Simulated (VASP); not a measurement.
# HfS2 (P-3m1) in VASP: a series of runs

Runs on HfS2. Level: PBE. Tasks: single point.

Everything below comes from runs of VASP 6.6.1. Logs are shortened: lines on timing, memory, paths and dates and some standing lists are left out, and cuts for length are marked.

## 1. The cell of the first run

The structure is trigonal, space group P-3m1 (No. 164). Conventional cell: a = 3.558 Å, b = 3.558 Å, c = 5.935 Å, α = 90.00°, β = 90.00°, γ = 120.00°. Hf (site symmetry -3m) has 6 S at 2.53 Å within 3.3 Å. Within 3.3 Å of S (site symmetry 3m) lie 3 Hf at 2.53 Å.

## 2. Single point, PBE (epitaxial xy strain -2.0%)

INCAR

```
SYSTEM = HfS2
PREC = Accurate ; ENCUT = 500
EDIFF = 1E-6 ; ISMEAR = -1
SIGMA = 0.02 ; LREAL = .FALSE.
LASPH = .TRUE. ; NELM = 120
ALGO = Normal ; ISIF = 2
LWAVE = .FALSE. ; LCHARG = .FALSE.
GGA = PE ; NBANDS = 18
GGA_COMPAT = .FALSE.
```

KPOINTS

```
Automatic mesh
0
G
  12 12 4
  0 0 0
```

POSCAR

```
HfS2
1.0
    3.5576900393      0.0000000000      0.0000000000
   -1.7788450196      3.0810499528      0.0000000000
    0.0000000000      0.0000000000      5.9354135096
Hf S
1 2
Direct
    0.0000000000      0.0000000000      0.0000000000
    0.3333333333      0.6666666667      0.2476920146
    0.6666666667      0.3333333333      0.7523079854
```

Potentials or basis: VASP PAW PBE potentials, release 64 (Hf_pv, S).

Started as:

```bash
> cat potpaw_PBE.64/Hf_pv/POTCAR potpaw_PBE.64/S/POTCAR > POTCAR
> mpirun -np 1 vasp_std > vasp.out
```

OUTCAR:

```text
SYSTEM = HfS2
   PREC = Accurate
   ENCUT = 500
   EDIFF = 1E-6
   ISMEAR = -1
   LREAL = .FALSE.
   LASPH = .TRUE.
   NELM = 120
   ISIF = 2
   GGA = PE

 ion  position               nearest neighbor table
   1  0.000  0.000  0.000-   2 2.53   3 2.53   2 2.53   3 2.53   3 2.53   2 2.53
   2  0.333  0.667  0.248-   1 2.53   1 2.53   1 2.53
   3  0.667  0.333  0.752-   1 2.53   1 2.53   1 2.53

  LATTYP: Found a hexagonal cell.
 ALAT       =     3.5576900393
 C/A-ratio  =     1.6683335097

  Lattice vectors:

 A1 = (   3.5576900393,   0.0000000000,   0.0000000000)
 A2 = (  -1.7788450196,   3.0810499528,   0.0000000000)
 A3 = (   0.0000000000,   0.0000000000,   5.9354135096)

Analysis of symmetry for initial positions (statically):
=====================================================================
 Subroutine PRICEL returns:
 Original cell was already a primitive cell.

 Routine SETGRP: Setting up the symmetry group for a
 hexagonal supercell.

 Subroutine GETGRP returns: Found 12 space group operations
 (whereof 12 operations were pure point group operations)
 out of a pool of 24 trial point group operations.

The static configuration has the point symmetry D_3d.

Analysis of symmetry for dynamics (positions and initial velocities):
=====================================================================
 Subroutine PRICEL returns:
 Original cell was already a primitive cell.

 Routine SETGRP: Setting up the symmetry group for a
 hexagonal supercell.

 Subroutine GETGRP returns: Found 12 space group operations
 (whereof 12 operations were pure point group operations)
 out of a pool of 24 trial point group operations.

The dynamic configuration has the point symmetry D_3d.

 Subroutine INISYM returns: Found 12 space group operations
 (whereof 12 operations are pure point group operations),
 and found     1 'primitive' translations

----------------------------------------------------------------------------------------

                                     Primitive cell

  volume of cell :      65.0606

  direct lattice vectors                    reciprocal lattice vectors
     3.557690039  0.000000000  0.000000000     0.281081260  0.162282341  0.000000000
    -1.778845020  3.081049953  0.000000000     0.000000000  0.324564683  0.000000000
     0.000000000  0.000000000  5.935413510     0.000000000  0.000000000  0.168480258

  length of vectors
     3.557690039  3.557690039  5.935413510     0.324564683  0.324564683  0.168480258

  position of ions in fractional coordinates (direct lattice)
     0.000000000  0.000000000  0.000000000
     0.333333333  0.666666667  0.247692015
     0.666666667  0.333333333  0.752307985

  ion indices of the primitive-cell ions
   primitive index   ion index
                 1           1
                 2           2
                 3           3

----------------------------------------------------------------------------------------

 KPOINTS: Automatic mesh

Automatic generation of k-mesh.
 Grid dimensions read from file:
 generate k-points for:   12   12    4

 Generating k-lattice:

  Cartesian coordinates                     Fractional coordinates (reciprocal lattice)
     0.023423438  0.013523528  0.000000000     0.083333333  0.000000000  0.000000000
     0.000000000  0.027047057  0.000000000     0.000000000  0.083333333  0.000000000
     0.000000000  0.000000000  0.042120065     0.000000000  0.000000000  0.250000000

  Length of vectors
     0.027047057  0.027047057  0.042120065

  Shift w.r.t. Gamma in fractional coordinates (k-lattice)
     0.000000000  0.000000000  0.000000000

 Subroutine IBZKPT returns following result:
 ===========================================

 Found     69 irreducible k-points:

 Following reciprocal coordinates:
            Coordinates               Weight
  0.000000  0.000000  0.000000      1.000000
  0.083333  0.000000  0.000000      6.000000
  0.166667 -0.000000  0.000000      6.000000
  0.250000 -0.000000  0.000000      6.000000
  0.333333 -0.000000  0.000000      6.000000
  0.416667 -0.000000  0.000000      6.000000
[... 16 lines left out ...]
  0.166667 -0.000000  0.250000      6.000000
  0.000000  0.166667  0.250000      6.000000
 [... further k-points ...]
   k-points           NKPTS =     69   k-points in BZ     NKDIM =     69   number of bands    NBANDS=     18
   number of dos      NEDOS =    301   number of ions     NIONS =      3
   total plane-waves  NPLWV =  37632
   dimension x,y,z NGX =    28 NGY =   28 NGZ =   48
   dimension x,y,z NGXF=    56 NGYF=   56 NGZF=   96
   ions per type =               1   2
   NGX,Y,Z   is equivalent  to a cutoff of  13.08, 13.08, 13.44 a.u.
   NGXF,Y,Z  is equivalent  to a cutoff of  26.17, 26.17, 26.89 a.u.
 SYSTEM =  HfS2
   PREC   = accura    normal or accurate (medium, high low for compatibility)
   ISTART =      0    job   : 0-new  1-cont  2-samecut
   ICHARG =      2    charge: 1-file 2-atom 10-const
   ISPIN  =      1    spin polarized calculation?
   LNONCOLLINEAR =      F non collinear calculations
   LSORBIT =      F    spin-orbit coupling
   LASPH  =      T    aspherical Exc in radial PAW
   ENCUT  =  500.0 eV  36.75 Ry    6.06 a.u.   6.49  6.49 10.82*2*pi/ulx,y,z
   NELM   =    120;   NELMIN=  2; NELMDL= -5     # of ELM steps
   EDIFF  = 0.1E-05   stopping-criterion for ELM
   LREAL  =      F    real-space projection
   EDIFFG = 0.1E-04   stopping-criterion for IOM
   NSW    =      0    number of steps for IOM
   IBRION =     -1    ionic relax: 0-MD 1-quasi-New 2-CG
   NFREE  =      0    steps in history (QN), initial steepest desc. (CG)
   ISIF   =      2    stress and relaxation
   ISYM   =      2    0-nonsym 1-usesym 2-fastsym
   POTIM  = 0.5000    time-step for ionic-motion
   TEBEG  =    0.0;   TEEND  =   0.0 temperature during run
   PSTRESS=    0.0 pullay stress
   NELECT =      22.0000    total number of electrons
   NUPDOWN=      -1.0000    fix difference up-down
   EMIN   =  10.00;   EMAX   =-10.00  energy-range for DOS
   EFERMI =   0.00;   METHOD = LEGACY
   ISMEAR =    -1;   SIGMA  =   0.02  broadening in eV -4-tet -1-fermi 0-gaus
   EFERMI_NEDOS =   21; number of points for ismear=-14 and -15
   IALGO  =     38    algorithm
   IMIX   =      4    mixing-type and parameters
     AMIX     =   0.40;   BMIX     =  1.00
     AMIX_MAG =   1.60;   BMIX_MAG =  1.00
  volume/ion in A,a.u.               =      21.69       146.35
  Fermi-wavevector in a.u.,A,eV,Ry     =   1.140538  2.155304 17.698827  1.300827
  Thomas-Fermi vector in A             =   2.277240
   LORBIT       =      0    0 simple, 1 ext, 2 COOP (PROOUT), +10 PAW based schemes
   GGA     = PE    functional components
   LHFCALC =     F    Hartree Fock is set to
   AEXX    =    0.0000 exact exchange contribution
   IVDW    =     0    specifies the selected vdW correction
   LEPSILON=     F    determine dielectric tensor
   LRPA    =     F    only Hartree local field effects (RPA)
 non-spin polarized calculation
  energy-cutoff  :      500.00
  volume of cell :       65.06
 maximum number of plane-waves:      1679
 NGX is ok and might be reduce to    28
   NGX = 13   NGY = 13   NGZ = 21

 number of electron      22.0000000 magnetization

 Free energy of the ion-electron system (eV)
  ---------------------------------------------------
  ext. energy  EPLUGINS =         0.00000000
  ---------------------------------------------------
  free energy    TOTEN  =       -22.85436612 eV

  energy without entropy =      -22.85436612  energy(sigma->0) =      -22.85436612

 E-fermi :   3.9763     XC(G=0):  -9.7853

 val. band max:        3.5490860835   @ k =   0.0000   0.0000   0.0000
 cond. band min:       4.4340165366   @ k =   0.5000  -0.0000   0.5000
 fundamental gap:      0.8849304531
 Fermi energy:         3.9763201259

 k-point     1 :       0.0000    0.0000    0.0000
  band No.  band energies     occupation
      1     -27.0957      2.00000
      2     -26.9719      2.00000
      3     -26.9719      2.00000
      4      -9.7038      2.00000
      5      -7.9631      2.00000
      6      -1.4381      2.00000
[... 10 lines left out ...]
     17       9.2598      0.00000
     18       9.4505      0.00000

 k-point     2 :       0.0833    0.0000    0.0000
  band No.  band energies     occupation
      1     -27.0925      2.00000
      2     -26.9883      2.00000
      3     -26.9756      2.00000
      4      -9.6166      2.00000
      5      -7.9733      2.00000
      6      -1.3299      2.00000
[... 10 lines left out ...]
     17       9.6406      0.00000
     18      10.1350      0.00000

 k-point     3 :       0.1667   -0.0000    0.0000
  band No.  band energies     occupation
      1     -27.0838      2.00000
      2     -27.0325      2.00000
      3     -26.9855      2.00000
      4      -9.3702      2.00000
      5      -8.0007      2.00000
      6      -1.0223      2.00000
[... 10 lines left out ...]
     17      10.5491      0.00000
     18      11.1711      0.00000

 k-point     4 :       0.2500   -0.0000    0.0000
  band No.  band energies     occupation
      1     -27.0930      2.00000
      2     -27.0710      2.00000
      3     -26.9990      2.00000
      4      -9.0127      2.00000
      5      -8.0335      2.00000
      6      -0.6031      2.00000
[... 10 lines left out ...]
     17      11.3560      0.00000
     18      11.6714      0.00000

 k-point     5 :       0.3333   -0.0000    0.0000
  band No.  band energies     occupation
      1     -27.1516      2.00000
      2     -27.0593      2.00000
      3     -27.0125      2.00000
      4      -8.6386      2.00000
      5      -8.0413      2.00000
      6      -0.6484      2.00000
[... 10 lines left out ...]
     17      11.0083      0.00000
     18      11.4760      0.00000

 k-point     6 :       0.4167   -0.0000    0.0000
  band No.  band energies     occupation
      1     -27.1941      2.00000
      2     -27.0505      2.00000
      3     -27.0224      2.00000
      4      -8.4049      2.00000
      5      -7.9684      2.00000
      6      -1.2263      2.00000
[... 10 lines left out ...]
     17      10.6961      0.00000
     18      11.4231      0.00000

 k-point     7 :       0.5000   -0.0000    0.0000
  band No.  band energies     occupation
      1     -27.2096      2.00000
      2     -27.0472      2.00000
      3     -27.0260      2.00000
      4      -8.3522      2.00000
      5      -7.8975      2.00000
      6      -1.4682      2.00000
[... 10 lines left out ...]
     17      10.1781      0.00000
     18      11.7928      0.00000

 k-point     8 :       0.0833    0.0833    0.0000
  band No.  band energies     occupation
      1     -27.0865      2.00000
      2     -27.0177      2.00000
      3     -26.9832      2.00000
      4      -9.4496      2.00000
      5      -7.9922      2.00000
      6      -1.1205      2.00000
[... 10 lines left out ...]
     17      10.3641      0.00000
     18      10.9259      0.00000
[... 229 lines left out ...]
     17      10.7242      0.00000
     18      13.7942      0.00000

 k-point    20 :       0.0000    0.0000    0.2500
  band No.  band energies     occupation
      1     -27.0958      2.00000
      2     -26.9719      2.00000
      3     -26.9719      2.00000
      4      -9.5967      2.00000
      5      -8.1558      2.00000
      6      -0.9795      2.00000
[... 10 lines left out ...]
     17       9.5984      0.00000
     18      10.0468      0.00000

 k-point    21 :       0.0833    0.0000    0.2500
  band No.  band energies     occupation
      1     -27.0926      2.00000
      2     -26.9883      2.00000
      3     -26.9756      2.00000
      4      -9.5098      2.00000
      5      -8.1582      2.00000
      6      -0.8932      2.00000
[... 10 lines left out ...]
     17      10.1172      0.00000
     18      10.4600      0.00000

 k-point    22 :       0.0000    0.0833    0.2500
  band No.  band energies     occupation
      1     -27.0926      2.00000
      2     -26.9883      2.00000
      3     -26.9756      2.00000
      4      -9.5112      2.00000
      5      -8.1555      2.00000
      6      -0.9035      2.00000
[... 10 lines left out ...]
     17      10.0238      0.00000
     18      10.6011      0.00000

 k-point    23 :       0.1667   -0.0000    0.2500
  band No.  band energies     occupation
      1     -27.0839      2.00000
      2     -27.0325      2.00000
      3     -26.9855      2.00000
      4      -9.2618      2.00000
      5      -8.1696      2.00000
      6      -0.6421      2.00000
[... 10 lines left out ...]
     17      11.0401      0.00000
     18      11.3083      0.00000

 k-point    24 :       0.0000    0.1667    0.2500
  band No.  band energies     occupation
      1     -27.0839      2.00000
      2     -27.0325      2.00000
      3     -26.9855      2.00000
      4      -9.2747      2.00000
      5      -8.1476      2.00000
      6      -0.7404      2.00000
[... 10 lines left out ...]
     17      10.7773      0.00000
     18      11.2711      0.00000

 [... further k-points ...]

------------------------ aborting loop because EDIFF is reached ----------------------------------------

  FORCE on cell =-STRESS in cart. coord.  units (eV):
  Direction    XX          YY          ZZ          XY          YZ          ZX
  --------------------------------------------------------------------------------------
  -------------------------------------------------------------------------------------
  Total        1.9526507      1.9526507      0.9669346      0.0000000      0.0000000     -0.0000000
  in kB       48.0858525     48.0858525     23.8116705      0.0000000      0.0000000     -0.0000000
  external PRESSURE =      39.9944585 kB  Pullay stress =       0.0000000 kB

 VOLUME and BASIS-vectors are now :
 -----------------------------------------------------------------------------
  energy-cutoff  :      500.00
  volume of cell :       65.06
      direct lattice vectors                 reciprocal lattice vectors
     3.557690039  0.000000000  0.000000000     0.281081260  0.162282341  0.000000000
    -1.778845020  3.081049953  0.000000000     0.000000000  0.324564683  0.000000000
     0.000000000  0.000000000  5.935413510     0.000000000  0.000000000  0.168480258

 POSITION                                       TOTAL-FORCE (eV/Angst)
 -----------------------------------------------------------------------------------
      0.00000      0.00000      0.00000        -0.000000      0.000000      0.000000
     -0.00000      2.05403      1.47015         0.000000      0.000000      0.075364
      1.77885      1.02702      4.46526        -0.000000     -0.000000     -0.075364
 -----------------------------------------------------------------------------------
    total drift:                                0.000000     -0.000000     -0.000000

  FREE ENERGIE OF THE ION-ELECTRON SYSTEM (eV)
  ---------------------------------------------------
  free  energy   TOTEN  =       -22.8543661195 eV

  energy  without entropy=      -22.8543661195  energy(sigma->0) =      -22.85436612
```

Wall time 1.9 min (1 thread of Intel Xeon 8259CL, shared host); peak memory 0.23 GiB.

Results:

| Property | Result |
| --- | --- |
| Free energy | -22.8544 eV |
| Pressure | 4.0 GPa |
| Largest force | 0.075 eV/Å |
| Band gap on the k mesh | 0.88 eV (least direct gap 1.87 eV) |

Forces in eV/Å, atoms in the order of the input:
```
Hf   0.000  0.000  0.000
S    0.000  0.000  0.075
S    0.000  0.000 -0.075
```

Stress tensor (GPa, compression positive):
```
4.81 0.00 0.00
0.00 4.81 0.00
0.00 0.00 2.38
```

Caveat: the cell differs from its parent crystal (epitaxial xy strain -2.0%); the cell stands under pressure; spin-orbit coupling is left out, which moves the levels of the heavy elements; this functional lacks dispersion, which binds the layers, so the pressure and a relaxed spacing across them are unreliable. A k mesh can miss the band edges.

## 3. Single point, PBE (epitaxial xy strain -1.0%)

INCAR

```
PREC = Accurate
ENCUT = 500
EDIFF = 1E-6
ISMEAR = -1
SIGMA = 0.02
LREAL = False
LASPH = True
NELM = 120
ALGO = Normal
ISIF = 2
LWAVE = False
LCHARG = False
GGA = PE
NBANDS = 18
GGA_COMPAT = False
```

KPOINTS

```
Automatic mesh
0
Gamma
  12 12 4
```

POSCAR

```
HfS2
1.0
    3.5939929989      0.0000000000      0.0000000000
   -1.7969964994      3.1124892381      0.0000000000
    0.0000000000      0.0000000000      5.9077499414
Hf S
1 2
Direct
    0.0000000000      0.0000000000      0.0000000000
    0.3333333333      0.6666666667      0.2461223942
    0.6666666667      0.3333333333      0.7538776058
```

Potentials or basis: VASP PAW PBE potentials, release 64 (Hf_pv, S).

Started as:

```bash
> cat potpaw_PBE.64/Hf_pv/POTCAR potpaw_PBE.64/S/POTCAR > POTCAR
> mpirun -np 1 vasp_std > vasp.out
```

It took 1.7 min on 1 thread of Intel Xeon 8259CL, shared host; peak memory 0.23 GiB.

It converged, with:

```
Free energy            : -22.8810 eV
Pressure               : 2.7 GPa
Largest force          : 0.068 eV/Å
Band gap on the k mesh : 1.00 eV (least direct gap 1.90 eV)
```

Forces in eV/Å, atoms in the order of the input:
```
Hf   0.000  0.000  0.000
S    0.000  0.000  0.068
S    0.000  0.000 -0.068
```

Stress tensor (GPa, compression positive):
```
2.94 0.00 0.00
0.00 2.94 0.00
0.00 0.00 2.31
```

Levels at points of the mesh, in eV from the valence-band top:
```
           k point  band 8  band 9  band 10  band 11  band 12  band 13  band 14  band 15
(0.00, 0.00, 0.00)   -2.73   -0.03    -0.03    -0.02     2.02     2.02     2.56     5.44
(0.50, 0.00, 0.00)   -2.58   -2.46    -1.99    -1.28     1.18     4.18     4.27     6.27
(0.00, 0.00, 0.50)   -2.69   -1.88    -0.16    -0.16     1.98     1.98     2.90     5.87
(0.50, 0.00, 0.50)   -2.62   -2.43    -1.02    -0.92     1.00     4.16     4.30     5.71
```

Caveat: the cell differs from its parent crystal (epitaxial xy strain -1.0%); spin-orbit coupling is left out, which moves the levels of the heavy elements; this functional lacks dispersion, which binds the layers, so the pressure and a relaxed spacing across them are unreliable. A k mesh can miss the band edges.

## 4. Single point, PBE (epitaxial xy strain +1.0%)

INCAR

```
SYSTEM = HfS2
PREC     = Accurate       ! precision mode
ENCUT    = 500            ! plane-wave cutoff, eV
EDIFF    = 1E-6           ! SCF threshold, eV
ISMEAR   = -1             ! smearing method
SIGMA    = 0.02           ! smearing width, eV
LREAL    = .False.        ! projectors in reciprocal space
LASPH    = .True.         ! aspherical terms in the spheres
NELM     = 120            ! most SCF steps
ALGO     = Normal         ! electronic algorithm
ISIF     = 2              ! what is computed and relaxed
LWAVE    = .False.        ! write WAVECAR
LCHARG   = .False.        ! write CHGCAR
GGA      = PE             ! functional
NBANDS   = 18             ! bands
GGA_COMPAT= .False.
```

KPOINTS

```
Automatic mesh
0
Gamma
  12 12 4
  0 0 0
```

POSCAR

```
HfS2
1.0
    3.6665989181      0.0000000000      0.0000000000
   -1.8332994590      3.1753678085      0.0000000000
    0.0000000000      0.0000000000      5.8489663599
Hf S
1 2
Direct
    0.0000000000      0.0000000000      0.0000000000
    0.3333333333      0.6666666667      0.2430333028
    0.6666666667      0.3333333333      0.7569666972
```

Started as:

```bash
> cat potpaw_PBE.64/Hf_pv/POTCAR potpaw_PBE.64/S/POTCAR > POTCAR
> mpirun -np 1 vasp_std > vasp.out
```

It took 86 s on 1 thread of AMD EPYC 9R14 (Zen 4), shared host; peak memory 0.2 GiB.

The run converged. Its results:

```
Free energy            : -22.8906 eV
Pressure               : 0.4 GPa
Largest force          : 0.049 eV/Å
Band gap on the k mesh : 1.09 eV (least direct gap 1.88 eV)
```

Forces on the atoms (eV/Å):
```
Hf   0.000  0.000  0.000
S    0.000  0.000  0.049
S    0.000  0.000 -0.049
```

Stress tensor (GPa, compression positive):
```
-0.42  0.00  0.00
 0.00 -0.42  0.00
 0.00  0.00  2.13
```

Levels at points of the mesh, in eV from the valence-band top:
```
           k point  band 7  band 8  band 9  band 10  band 11  band 12  band 13  band 14  band 15  band 16
(0.00, 0.00, 0.00)   -2.92   -2.92   -0.21    -0.21    -0.01     1.87     1.87     2.59     5.35     5.35
(0.50, 0.00, 0.00)   -2.87   -2.55   -2.51    -1.98    -1.46     1.20     3.80     3.83     6.24     6.33
(0.00, 0.00, 0.50)   -2.88   -2.88   -1.81    -0.35    -0.35     1.83     1.83     2.78     5.79     5.79
(0.50, 0.00, 0.50)   -3.50   -2.71   -2.33    -1.21    -0.92     1.09     3.82     3.85     5.70     5.78
```

Caveat: the cell differs from its parent crystal (epitaxial xy strain +1.0%); spin-orbit coupling is left out, which moves the levels of the heavy elements; this functional lacks dispersion, which binds the layers, so the pressure and a relaxed spacing across them are unreliable. A k mesh can miss the band edges.

(Part 1 of 2 ends here.)
